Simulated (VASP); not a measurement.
Write the native input for VASP 6.6.1 that does the following.

| Quantity | Value |
| --- | --- |
| Task | single point |
| Functional | BLYP |
| Potentials or basis | VASP PAW PBE potentials, release 64 (Zn, S) |
| Cutoff | 520 eV |
| k mesh | 9 × 9 × 9 |
| Occupations | fermi-dirac, width 0.05 eV |
| Spin | no spin polarisation |
| Dipole correction | no |
| Further INCAR settings | ALGO = Normal; EDIFF = 1e-07; NBANDS = 16 |

The structure of ZnS lies in POSCAR:

```
ZnS
1.0
    0.0000000000      2.6654820099      2.6654820099
    2.6654820099      0.0000000000      2.6654820099
    2.6654820099      2.6654820099      0.0000000000
Zn S
1 1
Direct
    0.7500000000      0.7500000000      0.7500000000
    0.0000000000      0.0000000000      0.0000000000
```

One way to write it, as run:

INCAR

```
SYSTEM = ZnS
AGGAC = 1.0
AGGAX = 1.0
ALDAC = 0.0
ALDAX = 1.0
ALGO = Normal
EDIFF = 1E-7
ENCUT = 520
GGA = B5
ISIF = 2
ISMEAR = -1
LASPH = .TRUE.
LCHARG = .FALSE.
LREAL = .FALSE.
LWAVE = .FALSE.
NBANDS = 16
NELM = 100
PREC = Accurate
SIGMA = 0.05
```

KPOINTS

```
k-points
0
G
  9 9 9
  0 0 0
```

Potentials or basis: VASP PAW PBE potentials, release 64 (Zn, S).

Run with:

```sh
$ cat potpaw_PBE.64/Zn/POTCAR potpaw_PBE.64/S/POTCAR > POTCAR
$ mpirun -np 1 vasp_std > vasp.out
```

It gave:

```yaml
Pressure: 9.3 GPa
Band_gap_on_the_k_mesh: 2.32 eV, direct
```

Caveat: the PAW data sets were made with another functional, which shifts forces and pressure a little.

Run time: 19 s on 1 thread of AMD EPYC 9R45 96-Core Processor (Zen 5), on a shared host, peak memory 0.13 GiB.
